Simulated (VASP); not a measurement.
# InSb (F-43m) in VASP: single point with PBE

Aim: the single point of InSb with PBE.

Everything below comes from runs of VASP 6.6.1. Logs are shortened: lines on timing, memory, paths and dates and some standing lists are left out, and cuts for length are marked.

### Step 1. The cell of the first run

The structure is cubic, space group F-43m (No. 216). Conventional cell: a = 6.561 Å, b = 6.561 Å, c = 6.561 Å, α = 90.00°, β = 90.00°, γ = 90.00°. In (site symmetry -43m) has 4 Sb at 2.84 Å within 3.7 Å. Within 3.7 Å of Sb (site symmetry -43m) lie 4 In at 2.84 Å.

### Step 2. Single point, PBE

INCAR reads:

```
PREC = Accurate ; ENCUT = 500
EDIFF = 1E-6 ; ISMEAR = 0
SIGMA = 0.1 ; LREAL = False
LASPH = True ; NELM = 120
ALGO = Normal ; ISIF = 2
LWAVE = False ; LCHARG = False
GGA = PE ; NBANDS = 16
GGA_COMPAT = False
```

KPOINTS reads:

```
regular mesh
0
Gamma
  6 6 6
```

POSCAR reads:

```
InSb
1.0
    0.0000000000      3.2806402014      3.2806402014
    3.2806402014      0.0000000000      3.2806402014
    3.2806402014      3.2806402014      0.0000000000
In Sb
1 1
Direct
    0.0000000000      0.0000000000      0.0000000000
    0.2500000000      0.2500000000      0.2500000000
```

Potentials or basis: VASP PAW PBE potentials, release 64 (In_d, Sb).

Launch:

```
$ cat potpaw_PBE.64/In_d/POTCAR potpaw_PBE.64/Sb/POTCAR > POTCAR
$ mpirun -np 1 vasp_std > vasp.out
```

OUTCAR:

```text
PREC = Accurate
   ENCUT = 500
   EDIFF = 1E-6
   ISMEAR = 0
   LREAL = False
   LASPH = True
   NELM = 120
   ISIF = 2
   GGA = PE

 ion  position               nearest neighbor table
   1  0.000  0.000  0.000-   2 2.84   2 2.84   2 2.84   2 2.84
   2  0.250  0.250  0.250-   1 2.84   1 2.84   1 2.84   1 2.84

  LATTYP: Found a face centered cubic cell.
 ALAT       =     6.5612804028

  Lattice vectors:

 A1 = (   0.0000000000,   3.2806402014,   3.2806402014)
 A2 = (   3.2806402014,   0.0000000000,   3.2806402014)
 A3 = (   3.2806402014,   3.2806402014,   0.0000000000)

Analysis of symmetry for initial positions (statically):
=====================================================================
 Subroutine PRICEL returns:
 Original cell was already a primitive cell.

 Routine SETGRP: Setting up the symmetry group for a
 face centered cubic supercell.

 Subroutine GETGRP returns: Found 24 space group operations
 (whereof 24 operations were pure point group operations)
 out of a pool of 48 trial point group operations.

The static configuration has the point symmetry T_d .

Analysis of symmetry for dynamics (positions and initial velocities):
=====================================================================
 Subroutine PRICEL returns:
 Original cell was already a primitive cell.

 Routine SETGRP: Setting up the symmetry group for a
 face centered cubic supercell.

 Subroutine GETGRP returns: Found 24 space group operations
 (whereof 24 operations were pure point group operations)
 out of a pool of 48 trial point group operations.

The dynamic configuration has the point symmetry T_d .

 Subroutine INISYM returns: Found 24 space group operations
 (whereof 24 operations are pure point group operations),
 and found     1 'primitive' translations

----------------------------------------------------------------------------------------

                                     Primitive cell

  volume of cell :      70.6164

  direct lattice vectors                    reciprocal lattice vectors
     0.000000000  3.280640201  3.280640201    -0.152409277  0.152409277  0.152409277
     3.280640201  0.000000000  3.280640201     0.152409277 -0.152409277  0.152409277
     3.280640201  3.280640201  0.000000000     0.152409277  0.152409277 -0.152409277

  length of vectors
     4.639525866  4.639525866  4.639525866     0.263980611  0.263980611  0.263980611

  position of ions in fractional coordinates (direct lattice)
     0.000000000  0.000000000  0.000000000
     0.250000000  0.250000000  0.250000000

  ion indices of the primitive-cell ions
   primitive index   ion index
                 1           1
                 2           2

----------------------------------------------------------------------------------------

 KPOINTS: regular mesh

Automatic generation of k-mesh.
 Grid dimensions read from file:
 generate k-points for:    6    6    6

 Generating k-lattice:

  Cartesian coordinates                     Fractional coordinates (reciprocal lattice)
    -0.025401546  0.025401546  0.025401546     0.166666667  0.000000000  0.000000000
     0.025401546 -0.025401546  0.025401546     0.000000000  0.166666667  0.000000000
     0.025401546  0.025401546 -0.025401546     0.000000000  0.000000000  0.166666667

  Length of vectors
     0.043996768  0.043996768  0.043996768

  Shift w.r.t. Gamma in fractional coordinates (k-lattice)
     0.000000000  0.000000000  0.000000000

 Subroutine IBZKPT returns following result:
 ===========================================

 Found     16 irreducible k-points:

 Following reciprocal coordinates:
            Coordinates               Weight
  0.000000  0.000000  0.000000      1.000000
  0.166667  0.000000  0.000000      8.000000
  0.333333  0.000000  0.000000      8.000000
  0.500000  0.000000  0.000000      4.000000
  0.166667  0.166667  0.000000      6.000000
  0.333333  0.166667  0.000000     24.000000
[... 8 lines left out ...]
 -0.333333  0.333333  0.166667     24.000000
 -0.333333  0.500000  0.166667     12.000000
   k-points           NKPTS =     16   k-points in BZ     NKDIM =     16   number of bands    NBANDS=     16
   number of dos      NEDOS =    301   number of ions     NIONS =      2
   total plane-waves  NPLWV =  46656
   dimension x,y,z NGX =    36 NGY =   36 NGZ =   36
   dimension x,y,z NGXF=    72 NGYF=   72 NGZF=   72
   ions per type =               1   1
   NGX,Y,Z   is equivalent  to a cutoff of  12.90, 12.90, 12.90 a.u.
   NGXF,Y,Z  is equivalent  to a cutoff of  25.80, 25.80, 25.80 a.u.
 SYSTEM =  unknown system
   PREC   = accura    normal or accurate (medium, high low for compatibility)
   ISTART =      0    job   : 0-new  1-cont  2-samecut
   ICHARG =      2    charge: 1-file 2-atom 10-const
   ISPIN  =      1    spin polarized calculation?
   LNONCOLLINEAR =      F non collinear calculations
   LSORBIT =      F    spin-orbit coupling
   LASPH  =      T    aspherical Exc in radial PAW
   ENCUT  =  500.0 eV  36.75 Ry    6.06 a.u.   8.46  8.46  8.46*2*pi/ulx,y,z
   NELM   =    120;   NELMIN=  2; NELMDL= -5     # of ELM steps
   EDIFF  = 0.1E-05   stopping-criterion for ELM
   LREAL  =      F    real-space projection
[... 7 lines left out ...]
   TEBEG  =    0.0;   TEEND  =   0.0 temperature during run
   PSTRESS=    0.0 pullay stress
   NELECT =      18.0000    total number of electrons
   NUPDOWN=      -1.0000    fix difference up-down
   EMIN   =  10.00;   EMAX   =-10.00  energy-range for DOS
   EFERMI =   0.00;   METHOD = LEGACY
   ISMEAR =     0;   SIGMA  =   0.10  broadening in eV -4-tet -1-fermi 0-gaus
   EFERMI_NEDOS =   21; number of points for ismear=-14 and -15
   IALGO  =     38    algorithm
   IMIX   =      4    mixing-type and parameters
     AMIX     =   0.40;   BMIX     =  1.00
     AMIX_MAG =   1.60;   BMIX_MAG =  1.00
  volume/ion in A,a.u.               =      35.31       238.27
  Fermi-wavevector in a.u.,A,eV,Ry     =   1.037999  1.961534 14.659496  1.077443
  Thomas-Fermi vector in A             =   2.172463
   LORBIT       =      0    0 simple, 1 ext, 2 COOP (PROOUT), +10 PAW based schemes
   GGA     = PE    functional components
   LHFCALC =     F    Hartree Fock is set to
   AEXX    =    0.0000 exact exchange contribution
   IVDW    =     0    specifies the selected vdW correction
   LEPSILON=     F    determine dielectric tensor
   LRPA    =     F    only Hartree local field effects (RPA)
 non-spin polarized calculation
 Gauss-broadening in eV      SIGMA  =   0.10
  energy-cutoff  :      500.00
  volume of cell :       70.62
 maximum number of plane-waves:      1820
 NGX is ok and might be reduce to    36
   NGX = 17   NGY = 17   NGZ = 17

 number of electron      18.0000000 magnetization

 Free energy of the ion-electron system (eV)
  ---------------------------------------------------
  ext. energy  EPLUGINS =         0.00000000
  ---------------------------------------------------
  free energy    TOTEN  =        -6.92217685 eV

  energy without entropy =       -6.92146265  energy(sigma->0) =       -6.92181975

 E-fermi :   4.7509     XC(G=0):  -8.5198

 val. band max:        4.7203997533   @ k =   0.0000   0.0000   0.0000
 cond. band min:       5.1912177655   @ k =   0.5000   0.0000   0.0000
 fundamental gap:      0.4708180122
 Fermi energy:         4.7508572464

 k-point     1 :       0.0000    0.0000    0.0000
  band No.  band energies     occupation
      1      -9.8153      2.00000
      2      -9.8153      2.00000
      3      -9.8153      2.00000
      4      -9.7406      2.00000
      5      -9.7406      2.00000
      6      -5.7625      2.00000
[... 8 lines left out ...]
     15      12.9203      0.00000
     16      12.9203      0.00000

 k-point     2 :       0.1667    0.0000    0.0000
  band No.  band energies     occupation
      1      -9.8254      2.00000
      2      -9.8106      2.00000
      3      -9.8106      2.00000
      4      -9.7408      2.00000
      5      -9.7408      2.00000
      6      -5.5275      2.00000
[... 8 lines left out ...]
     15      12.0104      0.00000
     16      12.0104      0.00000

 k-point     3 :       0.3333    0.0000    0.0000
  band No.  band energies     occupation
      1      -9.8455      2.00000
      2      -9.8024      2.00000
      3      -9.8024      2.00000
      4      -9.7401      2.00000
      5      -9.7401      2.00000
      6      -4.9239      2.00000
[... 8 lines left out ...]
     15      12.4005      0.00000
     16      12.4005      0.00000

 k-point     4 :       0.5000    0.0000    0.0000
  band No.  band energies     occupation
      1      -9.8553      2.00000
      2      -9.7989      2.00000
      3      -9.7989      2.00000
      4      -9.7390      2.00000
      5      -9.7390      2.00000
      6      -4.4890      2.00000
[... 8 lines left out ...]
     15      13.8032      0.00000
     16      13.8032      0.00000

 k-point     5 :       0.1667    0.1667    0.0000
  band No.  band energies     occupation
      1      -9.8339      2.00000
      2      -9.8060      2.00000
      3      -9.8060      2.00000
      4      -9.7440      2.00000
      5      -9.7386      2.00000
      6      -5.4476      2.00000
[... 8 lines left out ...]
     15      12.0318      0.00000
     16      13.1972      0.00000

 k-point     6 :       0.3333    0.1667    0.0000
  band No.  band energies     occupation
      1      -9.8506      2.00000
      2      -9.7987      2.00000
      3      -9.7971      2.00000
      4      -9.7460      2.00000
      5      -9.7372      2.00000
      6      -4.9535      2.00000
[... 8 lines left out ...]
     15      12.9840      0.00000
     16      13.3199      0.00000
[... 115 lines left out ...]
 k-point    13 :       0.5000    0.5000    0.0000
  band No.  band energies     occupation
      1      -9.8843      2.00000
      2      -9.7772      2.00000
      3      -9.7772      2.00000
      4      -9.7569      2.00000
      5      -9.7325      2.00000
      6      -3.9236      2.00000
[... 8 lines left out ...]
     15      14.8456      0.00000
     16      15.0090      0.00000

 k-point    14 :       0.5000    0.3333    0.1667
  band No.  band energies     occupation
      1      -9.8637      2.00000
      2      -9.7932      2.00000
      3      -9.7882      2.00000
      4      -9.7476      2.00000
      5      -9.7371      2.00000
      6      -4.4323      2.00000
[... 8 lines left out ...]
     15      13.4238      0.00000
     16      14.8213      0.00000

 k-point    15 :      -0.3333    0.3333    0.1667
  band No.  band energies     occupation
      1      -9.8682      2.00000
      2      -9.7924      2.00000
      3      -9.7842      2.00000
      4      -9.7463      2.00000
      5      -9.7387      2.00000
      6      -4.0743      2.00000
[... 8 lines left out ...]
     15      14.2019      0.00000
     16      14.6445      0.00000

 k-point    16 :      -0.3333    0.5000    0.1667
  band No.  band energies     occupation
      1      -9.8760      2.00000
      2      -9.7868      2.00000
      3      -9.7789      2.00000
      4      -9.7511      2.00000
      5      -9.7363      2.00000
      6      -3.9002      2.00000
[... 8 lines left out ...]
     15      14.3176      0.00000
     16      15.0513      0.00000

------------------------ aborting loop because EDIFF is reached ----------------------------------------

  FORCE on cell =-STRESS in cart. coord.  units (eV):
  Direction    XX          YY          ZZ          XY          YZ          ZX
  --------------------------------------------------------------------------------------
  -------------------------------------------------------------------------------------
  Total        0.6088033      0.6088033      0.6088033     -0.0000000      0.0000000     -0.0000000
  in kB       13.8128012     13.8128012     13.8128012     -0.0000000      0.0000000     -0.0000000
  external PRESSURE =      13.8128012 kB  Pullay stress =       0.0000000 kB

 VOLUME and BASIS-vectors are now :
 -----------------------------------------------------------------------------
  energy-cutoff  :      500.00
  volume of cell :       70.62
      direct lattice vectors                 reciprocal lattice vectors
     0.000000000  3.280640201  3.280640201    -0.152409277  0.152409277  0.152409277
     3.280640201  0.000000000  3.280640201     0.152409277 -0.152409277  0.152409277
     3.280640201  3.280640201  0.000000000     0.152409277  0.152409277 -0.152409277

 POSITION                                       TOTAL-FORCE (eV/Angst)
 -----------------------------------------------------------------------------------
      0.00000      0.00000      0.00000         0.000000      0.000000     -0.000000
      1.64032      1.64032      1.64032        -0.000000     -0.000000      0.000000
 -----------------------------------------------------------------------------------
    total drift:                                0.000000      0.000000      0.000000

  FREE ENERGIE OF THE ION-ELECTRON SYSTEM (eV)
  ---------------------------------------------------
  free  energy   TOTEN  =        -6.9221768499 eV

  energy  without entropy=       -6.9214626461  energy(sigma->0) =       -6.92181975
```

It took 33 s on 1 thread of Intel Xeon 8259CL, shared host; peak memory 0.21 GiB.

Results:

```
Free energy            : -6.9222 eV
Pressure               : 1.4 GPa
Band gap on the k mesh : zero (filled and empty bands touch)
```

Caveat: spin-orbit coupling is left out, which moves the levels of the heavy elements.
